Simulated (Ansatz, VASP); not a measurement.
## One calculation of Si, two programs

The input INCAR:

```
PREC = Accurate ; ENCUT = 520
EDIFF = 1E-7 ; ISMEAR = 0
SIGMA = 0.05 ; LREAL = F
LASPH = T ; NELM = 60
ALGO = Normal ; ISIF = 2
LWAVE = F ; LCHARG = F
GGA = PE ; NBANDS = 11
```

Contents of KPOINTS:

```
Automatic mesh
0
Gamma
  8 8 8
```

Contents of POSCAR:

```
Si
1.0
    0.0000000000      2.7348812168      2.7348812168
    2.7348812168      0.0000000000      2.7348812168
    2.7348812168      2.7348812168      0.0000000000
Si
2
Direct
    0.5021938796      0.4978061204      0.4846428431
    0.7478061204      0.7521938796      0.7653571569
```

Input for Ansatz:

```yaml
crystal:
  lattice:
    - [0.0, 2.7348812168, 2.7348812168]
    - [2.7348812168, 0.0, 2.7348812168]
    - [2.7348812168, 2.7348812168, 0.0]
  atoms:
    - { symbol: Si, position: [0.5021938796, 0.4978061204, 0.4846428431] }
    - { symbol: Si, position: [0.7478061204, 0.7521938796, 0.7653571569] }
basis:
  ecutwfc: 420
kpoints:
  mp_grid: { grid: [8, 8, 8] }
hamiltonian:
  xc: pbe
  pseudopotentials: { kind: paw }
scf:
  occupations: { method: gaussian, width: 0.05 }
output:
  forces: true
  stress: true
  eigenvalues: true
```

Change from the starting cell: mode 4 frozen in at -0.048 Å and mode 5 at -0.036 Å (largest displacements).

Alike in both runs: task single point; functional PBE; k mesh 8 × 8 × 8; occupations gaussian, width 0.05 eV; no spin polarisation.

|  | VASP | Ansatz |
| --- | --- | --- |
| version | VASP 6.6.1 | Ansatz 0.2.0 |
| potentials or method | VASP PAW PBE potentials, release 64 (Si), cutoff 520 eV | scalar-relativistic, plane waves, PAW |
| valence electrons in the cell | 8 | 8 |

|  | VASP | Ansatz | Ansatz less VASP |
| --- | --- | --- | --- |
| gap on the k mesh at the Fermi level (eV) | none | none | - |
| pressure (GPa) | 0.4 | 0.5 | +0.08 |
| traceless stress, the component that is largest in VASP (GPa) | -3.49 | -3.51 | -0.021 |
| rms of the force components (eV/Å) | 0.900 | 0.902 | +0.0019 |

Atom by atom the forces differ by 0.002 eV/Å (rms over components). A gap of «none» marks a metal or a gap that the smearing closes.
